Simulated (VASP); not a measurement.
Runs of VASP 6.6.1 on BaF3. The structure is tetragonal, space group I4/mmm (No. 139). Conventional cell: a = 4.245 Å, b = 4.245 Å, c = 6.838 Å, α = 90.00°, β = 90.00°, γ = 90.00°. Within 3.6 Å of Ba (site symmetry 4/mmm) lie 14 F at 2.73 to 3.42 Å. F (site symmetry -4m2) has 4 Ba at 2.73 Å and 10 F at 2.73 to 3.42 Å within 3.6 Å. F (site symmetry 4/mmm) has 8 F at 2.73 Å and 6 Ba at 3.00 to 3.42 Å within 3.6 Å. 

```tsv
smearing	gap on the mesh (eV)	pressure (GPa)
methfessel-paxton 0.05 eV	none	-6.0
methfessel-paxton 0.25 eV	none	(a)
methfessel-paxton 0.1 eV	none	-6.0
methfessel-paxton 0.025 eV	none	-6.0
methfessel-paxton 0.15 eV	none	-5.9
```

Alike in all rows: task single point; level LDA; potentials or basis VASP PAW LDA potentials, release 64 (Ba_sv, F); no spin polarisation; cell as given; k mesh 8 × 8 × 8; cutoff (eV) 520.

**Question.** Estimate the missing entries.

**Answer.** (a) -5.8.

Caveats: the cell stands under tension; spin-orbit coupling is left out, which moves the levels of the heavy elements; an odd number of electrons without spin polarisation forces a metal; a magnetic or distorted state may lie lower.

A k mesh can miss the band edges, and the runs leave out spin-orbit coupling on Ba.

A gap of «none» marks levels without a gap at the run's occupations.
